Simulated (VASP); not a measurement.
**Al: density of states with PBEsol**

Al, a slab with vacuum:

```
CELL_PARAMETERS angstrom
2.83882 0.00000 0.00000
0.00000 4.01470 0.00000
0.00000 0.00000 21.67760
ATOMIC_POSITIONS crystal
Al 0.00000 0.00000 0.36904
Al 0.50000 0.50000 0.43452
Al 0.00000 0.00000 0.50000
Al 0.50000 0.50000 0.56548
Al 0.00000 0.00000 0.63096
```

| Property | Result |
| --- | --- |
| Program | VASP 6.6.1 |
| Task | density of states |
| Functional | PBEsol |
| Potentials or basis | VASP PAW PBE potentials, release 64 (Al) |
| Cutoff | 520 eV |
| k mesh | 13 × 9 × 1 |
| Occupations | fermi-dirac, width 0.1 eV |
| Spin | no spin polarisation |
| Dipole correction | yes |
| k mesh for the DOS | 20 × 14 × 1 |
| Occupations for the DOS | tetrahedron |
| Further INCAR settings | ALGO = Normal; EDIFF = 1e-07 |

```json
{
  "Valence electrons inside the program's atomic spheres": "Al 0.76, 0.77, 0.78"
}
```

Levels at points of the mesh, in eV from the Fermi level:
```
           k point  band 4  band 5  band 6  band 7  band 8  band 9  band 10  band 11
(0.00, 0.00, 0.00)   -3.59   -2.47   -1.04   -0.91   -0.81    0.76     1.70     1.91
(0.50, 0.00, 0.00)   -4.27   -2.33   -1.60    0.49    1.25    1.68     1.78     3.08
(0.00, 0.50, 0.00)   -6.38   -4.69   -3.61   -2.17   -0.16    0.68     2.77     3.60
(0.50, 0.50, 0.00)   -3.73   -2.69   -2.62   -2.50   -1.32   -0.84     0.37     0.67
```

Wall time 7.7 min on 1 thread of Intel Xeon 8259CL, with other jobs on the host, peak memory 0.42 GiB.
